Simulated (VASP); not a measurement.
Set up this calculation in VASP 6.6.1, as the native input.

```
Task                   : single point
Functional             : PBE
Potentials or basis    : VASP PAW PBE potentials, release 64 (Hf_pv, N)
Cutoff                 : 520 eV
k mesh                 : 1 × 1 × 7
Occupations            : gaussian, width 0.05 eV
Spin                   : no spin polarisation
Dipole correction      : no
Further INCAR settings : LREAL = Auto; ALGO = Normal; EDIFF = 1e-07; NBANDS = 82
```

The structure of HfN lies in POSCAR:

```
HfN
1.0
   13.6000000000      0.0000000000      0.0000000000
    0.0000000000     12.5000000000      0.0000000000
    0.0000000000      0.0000000000      8.4003653750
Hf N
9 9
Direct
    0.6382859194      0.5000000000      0.0058264658
    0.3312028349      0.5000000000      0.6268603406
    0.4534872929      0.5000000000      0.3264683549
    0.4568858323      0.3854976186      0.9961114530
    0.6560966514      0.3769794514      0.3482454522
    0.5312974929      0.6211247224      0.6440747173
    0.4568858323      0.6145023814      0.9961114530
    0.6560966514      0.6230205486      0.3482454522
    0.5312974929      0.3788752776      0.6440747173
    0.4366054123      0.5000000000      0.7906452808
    0.3760898186      0.5000000000      0.1186574607
    0.5973449281      0.5000000000      0.5024365473
    0.5496822804      0.3805789214      0.1983197204
    0.3993864725      0.6121445414      0.5074194426
    0.5925307332      0.6274762364      0.8703819894
    0.5496822804      0.6194210786      0.1983197204
    0.3993864725      0.3878554586      0.5074194426
    0.5925307332      0.3725237636      0.8703819894
```

The input as run:

INCAR

```
PREC = Accurate
ENCUT = 520
EDIFF = 1E-7
ISMEAR = 0
SIGMA = 0.05
LREAL = Auto
LASPH = True
NELM = 60
ALGO = Normal
ISIF = 2
LWAVE = False
LCHARG = False
GGA = PE
NBANDS = 82
```

KPOINTS

```
regular mesh
0
Gamma
  1 1 7
```

Potentials or basis: VASP PAW PBE potentials, release 64 (Hf_pv, N).

The run is started by

```sh
$ cat potpaw_PBE.64/Hf_pv/POTCAR potpaw_PBE.64/N/POTCAR > POTCAR
$ mpirun -np 1 vasp_std > vasp.out
```

Results of the run:

```
Largest force          : 0.214 eV/Å
Band gap on the k mesh : zero (an odd number of electrons rules out a gap without spin polarisation)
```

Caveat: spin-orbit coupling is left out, which moves the levels of the heavy elements; an odd number of electrons without spin polarisation forces a metal; a magnetic or distorted state may lie lower.

Run time: 14 min on 1 thread of Intel(R) Xeon(R) 6975P-C (Granite Rapids), on a shared host, peak memory 1.2 GiB.
